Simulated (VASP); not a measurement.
# MgO (Fm-3m) in VASP: further runs, part 2 of 2

VASP 6.6.1.

## 3. Single point, PBE

File INCAR:

```
SYSTEM = MgO
PREC     = Accurate       ! precision mode
ENCUT    = 520            ! plane-wave cutoff, eV
EDIFF    = 1E-6           ! SCF threshold, eV
ISMEAR   = 0              ! smearing method
SIGMA    = 0.02           ! smearing width, eV
LREAL    = .False.        ! projectors in reciprocal space
LASPH    = .True.         ! aspherical terms in the spheres
NELM     = 80             ! most SCF steps
ALGO     = Normal         ! electronic algorithm
ISIF     = 2              ! what is computed and relaxed
LWAVE    = .False.        ! write WAVECAR
LCHARG   = .False.        ! write CHGCAR
GGA      = PE             ! functional
ISYM     = 0            
NBANDS   = 11             ! bands
```

File KPOINTS:

```
regular mesh
0
Gamma
  10 10 10
  0 0 0
```

File POSCAR:

```
MgO
1.0
    0.0000000000      2.1267948276      2.1267948276
    2.1267948276      0.0000000000      2.1267948276
    2.1267948276      2.1267948276      0.0000000000
Mg O
1 1
Direct
    0.0000000000      0.0000000000      0.0000000000
    0.5000000000      0.5000000000      0.5000000000
```

Potentials or basis: VASP PAW PBE potentials, release 64 (Mg, O).

The run is started by

```
> cat potpaw_PBE.64/Mg/POTCAR potpaw_PBE.64/O/POTCAR > POTCAR
> mpirun -np 1 vasp_std > vasp.out
```

Run time: 38 s. Hardware: 1 thread of Intel Xeon 6975P-C (Granite Rapids), shared host; peak memory 0.23 GiB.

It converged, with:

```
Free energy            : -11.9117 eV
Pressure               : -0.7 GPa
Band gap on the k mesh : 4.45 eV, direct
```

Levels at points of the mesh, in eV from the valence-band top:
```
           k point  band 1  band 2  band 3  band 4  band 5  band 6  band 7  band 8
(0.00, 0.00, 0.00)  -17.12    0.00    0.00    0.00    4.45   15.63   15.63   15.63
(0.50, 0.00, 0.00)  -15.90   -4.49   -0.62   -0.62    7.71   12.27   16.01   16.01
(0.00, 0.50, 0.00)  -15.90   -4.49   -0.62   -0.62    7.71   12.27   16.01   16.01
(0.00, 0.00, 0.50)  -15.90   -4.49   -0.62   -0.62    7.71   12.27   16.01   16.01
(0.50, 0.50, 0.50)  -15.90   -4.49   -0.62   -0.62    7.71   12.27   16.01   16.01
(0.50, 0.50, 0.00)  -15.66   -3.96   -1.31   -1.31    9.08    9.65   12.79   18.53
(0.00, 0.50, 0.50)  -15.66   -3.96   -1.31   -1.31    9.08    9.65   12.79   18.53
(0.50, 0.00, 0.50)  -15.66   -3.96   -1.31   -1.31    9.08    9.65   12.79   18.53
```

PBE gaps usually lie below the measured ones, often by a third to a half.

## 4. Single point, PBE

This run uses another cell than the first one: it holds 32 atoms, not 2.

File INCAR:

```
SYSTEM = MgO
ALGO = Normal
EDIFF = 1E-7
ENCUT = 520
GGA = PE
ISIF = 2
ISMEAR = 0
LASPH = .TRUE.
LCHARG = .TRUE.
LELF = .TRUE.
LREAL = Auto
LVHAR = .TRUE.
LWAVE = .FALSE.
NBANDS = 86
NELM = 80
PREC = Accurate
SIGMA = 0.02
```

File KPOINTS:

```
Automatic mesh
0
Gamma
  2 2 2
  0.5 0.5 0.5
```

File POSCAR:

```
MgO
1.0
   -4.2535896552     -4.2535896552      4.2535896552
    4.2535896552      4.2535896552      4.2535896552
   -4.2535896552      4.2535896552     -4.2535896552
Mg O
16 16
Direct
    0.7500000000      0.5000000000      0.7500000000
    0.0000000000      0.5000000000      0.5000000000
    0.7500000000      0.7500000000      0.5000000000
    0.2500000000      0.5000000000      0.2500000000
    0.0000000000      0.7500000000      0.2500000000
    0.7500000000      0.0000000000      0.2500000000
    0.5000000000      0.5000000000      0.0000000000
    0.2500000000      0.7500000000      0.0000000000
    0.0000000000      0.0000000000      0.0000000000
    0.7500000000      0.2500000000      0.0000000000
    0.5000000000      0.7500000000      0.7500000000
    0.2500000000      0.0000000000      0.7500000000
    0.0000000000      0.2500000000      0.7500000000
    0.5000000000      0.0000000000      0.5000000000
    0.2500000000      0.2500000000      0.5000000000
    0.5000000000      0.2500000000      0.2500000000
    0.0000000000      0.5000000000      0.0000000000
    0.2500000000      0.5000000000      0.7500000000
    0.0000000000      0.7500000000      0.7500000000
    0.5000000000      0.5000000000      0.5000000000
    0.2500000000      0.7500000000      0.5000000000
    0.0000000000      0.0000000000      0.5000000000
    0.7500000000      0.5000000000      0.2500000000
    0.5000000000      0.7500000000      0.2500000000
    0.2500000000      0.0000000000      0.2500000000
    0.0000000000      0.2500000000      0.2500000000
    0.7500000000      0.7500000000      0.0000000000
    0.5000000000      0.0000000000      0.0000000000
    0.2500000000      0.2500000000      0.0000000000
    0.7500000000      0.0000000000      0.7500000000
    0.5000000000      0.2500000000      0.7500000000
    0.7500000000      0.2500000000      0.5000000000
```

Potentials or basis: VASP PAW PBE potentials, release 64 (Mg, O).

The run is started by

```
> cat potpaw_PBE.64/Mg/POTCAR potpaw_PBE.64/O/POTCAR > POTCAR
> mpirun -np 1 vasp_std > vasp.out
```

OUTCAR:

```text
SYSTEM = MgO
   EDIFF = 1E-7
   ENCUT = 520
   GGA = PE
   ISIF = 2
   ISMEAR = 0
   LASPH = .TRUE.
   LREAL = Auto
   NELM = 80
   PREC = Accurate

 ion  position               nearest neighbor table
   1  0.750  0.500  0.750-  17 2.13  19 2.13  20 2.13  27 2.13  31 2.13  32 2.13  13 3.01   2 3.01
                             3 3.01   5 3.01   7 3.01  10 3.01  11 3.01  16 3.01   8 3.01   9 3.01
   2  0.000  0.500  0.500-  18 2.13  19 2.13  21 2.13  23 2.13  26 2.13  32 2.13  15 3.01   1 3.01
                             3 3.01   4 3.01   5 3.01   8 3.01  13 3.01  10 3.01  12 3.01  11 3.01
   3  0.750  0.750  0.500-  19 2.13  20 2.13  22 2.13  23 2.13  24 2.13  30 2.13  14 3.01   1 3.01
                             2 3.01   5 3.01   6 3.01   9 3.01  11 3.01   7 3.01  12 3.01  13 3.01
   4  0.250  0.500  0.250-  17 2.13  20 2.13  21 2.13  24 2.13  26 2.13  29 2.13  16 3.01   2 3.01
                             5 3.01   7 3.01   8 3.01  11 3.01  15 3.01  13 3.01  14 3.01   3 3.01
   5  0.000  0.750  0.250-  17 2.13  21 2.13  22 2.13  23 2.13  25 2.13  27 2.13  12 3.01   2 3.01
                             3 3.01   4 3.01   6 3.01   8 3.01   9 3.01   1 3.01  15 3.01  14 3.01
   6  0.750  0.000  0.250-  22 2.13  24 2.13  26 2.13  27 2.13  28 2.13  32 2.13  16 3.01   3 3.01
                             5 3.01   9 3.01  10 3.01  13 3.01  14 3.01  11 3.01   2 3.01  15 3.01
[... 382 lines left out ...]
 [bands above 76 left out]

------------------------ aborting loop because EDIFF is reached ----------------------------------------

  FORCE on cell =-STRESS in cart. coord.  units (eV):
  Direction    XX          YY          ZZ          XY          YZ          ZX
  --------------------------------------------------------------------------------------
  -------------------------------------------------------------------------------------
  Total       -1.4619548     -1.4619548     -1.4619548      0.0000000     -0.0000000     -0.0000000
  in kB       -7.6088279     -7.6088279     -7.6088279      0.0000000     -0.0000000     -0.0000000
  external PRESSURE =      -7.6088279 kB  Pullay stress =       0.0000000 kB

 VOLUME and BASIS-vectors are now :
 -----------------------------------------------------------------------------
  energy-cutoff  :      520.00
  volume of cell :      307.84
      direct lattice vectors                 reciprocal lattice vectors
    -4.253589655 -4.253589655  4.253589655    -0.117547775  0.000000000  0.117547775
     4.253589655  4.253589655  4.253589655     0.000000000  0.117547775  0.117547775
    -4.253589655  4.253589655 -4.253589655    -0.117547775  0.117547775  0.000000000

 POSITION                                       TOTAL-FORCE (eV/Angst)
 -----------------------------------------------------------------------------------
     -4.25359      2.12679      2.12679        -0.000000      0.000000     -0.000000
      0.00000      4.25359      0.00000        -0.000000     -0.000000      0.000000
     -2.12679      2.12679      4.25359         0.000000      0.000000      0.000000
      0.00000      2.12679      2.12679         0.000000     -0.000000     -0.000000
      2.12679      4.25359      2.12679         0.000000      0.000000     -0.000000
     -4.25359     -2.12679      2.12679         0.000000      0.000000     -0.000000
[... 24 lines left out ...]
     -4.25359      2.12679      0.00000         0.000000      0.000000      0.000000
     -4.25359     -0.00000      2.12679         0.000000      0.000000      0.000000
 -----------------------------------------------------------------------------------
    total drift:                               -0.000000     -0.000000     -0.000000

  FREE ENERGIE OF THE ION-ELECTRON SYSTEM (eV)
  ---------------------------------------------------
  free  energy   TOTEN  =      -190.6020984890 eV

  energy  without entropy=     -190.6020984890  energy(sigma->0) =     -190.60209849
```

It took 1.8 min on 1 thread of Intel Xeon 6975P-C (Granite Rapids), shared host; peak memory 0.4 GiB.

What came out:

```yaml
Free_energy: -190.6021 eV
Pressure: -0.8 GPa
Band_gap_on_the_k_mesh: 5.88 eV
```

A k mesh can miss the band edges. A hybrid or GW would open this gap; PBE tends to underestimate it.
